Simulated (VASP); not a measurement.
Set up this calculation in VASP 6.6.1, as the native input.

```
Task                   : single point
Functional             : PBE
Potentials or basis    : VASP PAW PBE potentials, release 64 (B, N)
Cutoff                 : 520 eV
k mesh                 : 12 × 12 × 6
Occupations            : gaussian, width 0.02 eV
Spin                   : no spin polarisation
Dipole correction      : no
Further INCAR settings : ALGO = Normal; EDIFF = 1e-06; NBANDS = 16
```

The structure of BN lies in POSCAR:

```
BN
1.0
    2.4726000000      0.0000000000      0.0000000000
   -1.2363000000      2.1413340000      0.0000000000
    0.0000000000      0.0000000000      4.4170940171
B N
2 2
Direct
    0.6666666667      0.3333333333      0.0000000000
    0.3333333333      0.6666666667      0.5000000000
    0.6666666667      0.3333333333      0.3750000000
    0.3333333333      0.6666666667      0.8750000000
```

These files were run (other wordings do the same):

INCAR

```
SYSTEM = BN
ALGO = Normal
EDIFF = 1E-6
ENCUT = 520
GGA = PE
ISIF = 2
ISMEAR = 0
LASPH = .True.
LCHARG = .True.
LELF = .True.
LREAL = .False.
LVHAR = .True.
LWAVE = .False.
NBANDS = 16
NELM = 80
PREC = Accurate
SIGMA = 0.02
```

KPOINTS

```
k-points
0
Gamma
  12 12 6
  0 0 0
```

Potentials or basis: VASP PAW PBE potentials, release 64 (B, N).

Launch:

```bash
$ cat potpaw_PBE.64/B/POTCAR potpaw_PBE.64/N/POTCAR > POTCAR
$ mpirun -np 1 vasp_std > vasp.out
```

It gave:

```
Pressure               : 11.1 GPa
Largest force          : 0.082 eV/Å
Band gap on the k mesh : 4.90 eV, indirect (least direct gap 6.11 eV)
```

Wall time 22 s on 1 thread of Intel(R) Xeon(R) Platinum 8259CL CPU @ 2.50GHz (Skylake/Cascade Lake), with other jobs on the host, peak memory 0.14 GiB.
